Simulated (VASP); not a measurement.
# FeSi (P1) in VASP: single point with PBE

Aim: the single point of FeSi with PBE.

All numbers are computed with VASP 6.6.1; they aren't measurements. Logs are shortened: lines on timing, memory, paths and dates and some standing lists are left out, and cuts for length are marked.

### 1 The cell of the first run

The typed cell holds 8 atoms: a = 4.467 Å, b = 4.467 Å, c = 4.467 Å, α = 90.00°, β = 90.00°, γ = 90.00°.

### 2 Single point, PBE, collinear spin, ferromagnetic start

INCAR

```
PREC     = Accurate       # precision mode
ENCUT    = 600            # plane-wave cutoff, eV
EDIFF    = 1E-6           # SCF threshold, eV
ISMEAR   = -1             # smearing method
SIGMA    = 0.05           # smearing width, eV
LREAL    = F              # projectors in reciprocal space
LASPH    = T              # aspherical terms in the spheres
NELM     = 200            # most SCF steps
ALGO     = Normal         # electronic algorithm
ISIF     = 2              # what is computed and relaxed
LWAVE    = F              # write WAVECAR
LCHARG   = F              # write CHGCAR
ISPIN    = 2              # spin polarisation
MAGMOM   = 3 3 3 3 0 0 0 0 # initial moments
LORBIT   = 11             # projections on sites
LMAXMIX  = 4              # l up to which the mixer works
GGA      = PE             # functional
NBANDS   = 38             # bands
GGA_COMPAT= F            
KPAR     = 4
```

KPOINTS

```
regular mesh
0
Gamma
  6 6 6
```

POSCAR

```
FeSi
1.0
    4.4670000000      0.0000000000      0.0000000000
    0.0000000000      4.4670000000      0.0000000000
    0.0000000000      0.0000000000      4.4670000000
Fe Si
4 4
Direct
    0.1421665700      0.1417370900      0.1396578900
    0.3741665700      0.8737370900      0.6396578900
    0.6421665700      0.3737370900      0.8716578900
    0.8741665700      0.6417370900      0.3716578900
    0.8526665700      0.8522370900      0.8501578900
    0.6636665700      0.1632370900      0.3501578900
    0.3526665700      0.6632370900      0.1611578900
    0.0983340300      0.2903403600      0.6158947700
```

Potentials or basis: VASP PAW PBE potentials, release 64 (Fe, Si).

Started as:

```
$ cat potpaw_PBE.64/Fe/POTCAR potpaw_PBE.64/Si/POTCAR > POTCAR
$ mpirun -np 4 vasp_std > vasp.out
```

OUTCAR:

```text
PREC = Accurate
   ENCUT = 600
   EDIFF = 1E-6
   ISMEAR = -1
   LREAL = F
   LASPH = T
   NELM = 200
   ISIF = 2
   ISPIN = 2
   LORBIT = 11
   GGA = PE

 ion  position               nearest neighbor table
   1  0.142  0.142  0.140-   8 2.24   5 2.24   7 2.34   6 2.34   8 2.44   6 2.51   7 2.51   4 2.74
                             2 2.74   2 2.74   3 2.74   4 2.74   3 2.74
   2  0.374  0.874  0.640-   8 2.23   6 2.24   5 2.34   7 2.34   7 2.51   5 2.51   4 2.74   1 2.74
                             1 2.74   3 2.74   4 2.74   3 2.74   8 2.88
   3  0.642  0.374  0.872-   7 2.24   6 2.34   5 2.34   8 2.37   5 2.51   6 2.51   8 2.71   4 2.74
                             2 2.74   2 2.74   4 2.74   1 2.74   1 2.74
   4  0.874  0.642  0.372-   8 2.16   6 2.34   7 2.34   5 2.34   6 2.51   5 2.51   7 2.51   1 2.74
                             3 2.74   2 2.74   1 2.74   2 2.74   3 2.74
   5  0.853  0.852  0.850-   1 2.24   2 2.34   4 2.34   3 2.34   8 2.48   3 2.51   2 2.51   4 2.51
                             7 2.76   6 2.76   6 2.76   7 2.76   8 2.93
   6  0.664  0.163  0.350-   2 2.24   3 2.34   4 2.34   1 2.34   8 2.35   1 2.51   3 2.51   4 2.51
                             5 2.76   7 2.76   7 2.76   5 2.76   8 2.85
   7  0.353  0.663  0.161-   3 2.24   1 2.34   4 2.34   2 2.34   2 2.51   1 2.51   4 2.51   5 2.76
                             6 2.76   6 2.76   5 2.76   8 2.86
   8  0.098  0.290  0.616-   4 2.16   2 2.23   1 2.24   6 2.35   3 2.37   1 2.44   5 2.48   3 2.71
                             6 2.85   7 2.86   2 2.88   5 2.93

  LATTYP: Found a simple cubic cell.
 ALAT       =     4.4670000000

  Lattice vectors:

 A1 = (   4.4670000000,   0.0000000000,   0.0000000000)
 A2 = (   0.0000000000,   4.4670000000,   0.0000000000)
 A3 = (   0.0000000000,   0.0000000000,   4.4670000000)

Analysis of symmetry for initial positions (statically):
=====================================================================
 Subroutine PRICEL returns:
 Original cell was already a primitive cell.

 Routine SETGRP: Setting up the symmetry group for a
 simple cubic supercell.

 Subroutine GETGRP returns: Found  1 space group operations
 (whereof  1 operations were pure point group operations)
 out of a pool of 48 trial point group operations.

The static configuration has the point symmetry C_1 .

Analysis of symmetry for dynamics (positions and initial velocities):
=====================================================================
 Subroutine PRICEL returns:
 Original cell was already a primitive cell.

 Routine SETGRP: Setting up the symmetry group for a
 simple cubic supercell.

 Subroutine GETGRP returns: Found  1 space group operations
 (whereof  1 operations were pure point group operations)
 out of a pool of 48 trial point group operations.

The dynamic configuration has the point symmetry C_1 .

[... 172 lines left out ...]

 E-fermi :   9.6454     XC(G=0): -12.7158

 val. band max:        9.6439876352   @ k =   0.1667   0.1667   0.1667
 cond. band min:       9.6471298064   @ k =   0.3333   0.1667   0.5000
 fundamental gap:      0.0031421712
 Fermi energy:         9.6453844683

 spin component 1

 k-point     1 :       0.0000    0.0000    0.0000
  band No.  band energies     occupation
      1      -3.7484      1.00000
      2       1.0706      1.00000
      3       1.6541      1.00000
      4       2.1890      1.00000
      5       4.2124      1.00000
      6       4.5234      1.00000
[... 925 lines left out ...]
     35      14.6901      0.00000
     36      15.6343      0.00000

 [... further k-points ...]

 spin component 2

 k-point     1 :       0.0000    0.0000    0.0000
  band No.  band energies     occupation
      1      -3.7733      1.00000
      2       1.0587      1.00000
      3       1.6618      1.00000
      4       2.2029      1.00000
      5       4.2572      1.00000
      6       4.5830      1.00000
[... 925 lines left out ...]
     35      14.7925      0.00000
     36      15.6973      0.00000

 [... further k-points ...]

 [bands above 36 left out]

------------------------ aborting loop because EDIFF is reached ----------------------------------------

  FORCE on cell =-STRESS in cart. coord.  units (eV):
  Direction    XX          YY          ZZ          XY          YZ          ZX
  --------------------------------------------------------------------------------------
  -------------------------------------------------------------------------------------
  Total        1.6522133      1.4567491      1.4513280     -0.2693648      0.0058565      0.5799660
  in kB       29.6981120     26.1846935     26.0872499     -4.8417635      0.1052697     10.4247399
  external PRESSURE =      27.3233518 kB  Pullay stress =       0.0000000 kB

 VOLUME and BASIS-vectors are now :
 -----------------------------------------------------------------------------
  energy-cutoff  :      600.00
  volume of cell :       89.13
      direct lattice vectors                 reciprocal lattice vectors
     4.467000000  0.000000000  0.000000000     0.223863891  0.000000000  0.000000000
     0.000000000  4.467000000  0.000000000     0.000000000  0.223863891  0.000000000
     0.000000000  0.000000000  4.467000000     0.000000000  0.000000000  0.223863891

 POSITION                                       TOTAL-FORCE (eV/Angst)
 -----------------------------------------------------------------------------------
      0.63506      0.63314      0.62385         0.234781      0.067327     -0.878935
      1.67140      3.90298      2.85735        -0.062119     -0.604856      0.076859
      2.86856      1.66948      3.89370        -0.519165     -0.578908     -0.536252
      3.90490      2.86664      1.66020        -0.584621      0.817119     -0.527873
      3.80886      3.80694      3.79766        -0.355540     -0.990385      0.099006
      2.96460      0.72918      1.56416        -1.041047      0.065899     -0.911095
      1.57536      2.96268      0.71989        -0.346004      0.032318      0.174508
      0.43926      1.29695      2.75120         2.673715      1.191486      2.503782
 -----------------------------------------------------------------------------------
    total drift:                               -0.000274     -0.000240      0.000321

  FREE ENERGIE OF THE ION-ELECTRON SYSTEM (eV)
  ---------------------------------------------------
  free  energy   TOTEN  =       -57.8592058747 eV

  energy  without entropy=      -57.7948458749  energy(sigma->0) =      -57.82702587

 total charge

# of ion       s       p       d       tot
------------------------------------------
    1        0.443   0.649   6.596   7.687
    2        0.437   0.624   6.557   7.618
    3        0.429   0.614   6.519   7.561
    4        0.441   0.641   6.592   7.674
    5        0.736   0.906   0.000   1.642
    6        0.733   0.918   0.000   1.651
    7        0.742   0.889   0.000   1.632
    8        0.754   0.931   0.000   1.685
--------------------------------------------------
tot          4.714   6.172  26.263  37.150

 magnetization (x)

# of ion       s       p       d       tot
------------------------------------------
    1       -0.002  -0.005   0.324   0.317
    2       -0.000  -0.002   0.484   0.482
    3        0.001   0.001   0.714   0.717
    4       -0.002  -0.004   0.306   0.300
    5       -0.005  -0.018   0.000  -0.023
    6       -0.005  -0.016   0.000  -0.021
    7       -0.005  -0.014   0.000  -0.019
    8       -0.005  -0.016   0.000  -0.021
--------------------------------------------------
tot         -0.023  -0.073   1.828   1.732
```

It took 11 min on 4 MPI ranks of Oxide Virtual Turin-like, shared host; peak memory 0.68 GiB.

What came out:

* Free energy: -57.8592 eV
* Pressure: 2.7 GPa
* Largest force: 3.852 eV/Å
* Net moment: 1.65 μB per cell
* Site moments: Fe +0.32, +0.48, +0.72, +0.30; Si -0.02 μB
* Valence electrons inside the program's atomic spheres: Fe 7.69, 7.62, 7.56, 7.67; Si 1.64, 1.65, 1.63, 1.69

Forces in eV/Å, atoms in the order of the input:
```
Fe   0.235  0.067 -0.879
Fe  -0.062 -0.605  0.077
Fe  -0.519 -0.579 -0.536
Fe  -0.585  0.817 -0.528
Si  -0.356 -0.990  0.099
Si  -1.041  0.066 -0.911
Si  -0.346  0.032  0.175
Si   2.674  1.191  2.504
```

Caveat: forces of over 1 eV/Å act on the atoms, so gaps and moduli don't describe the material at rest.
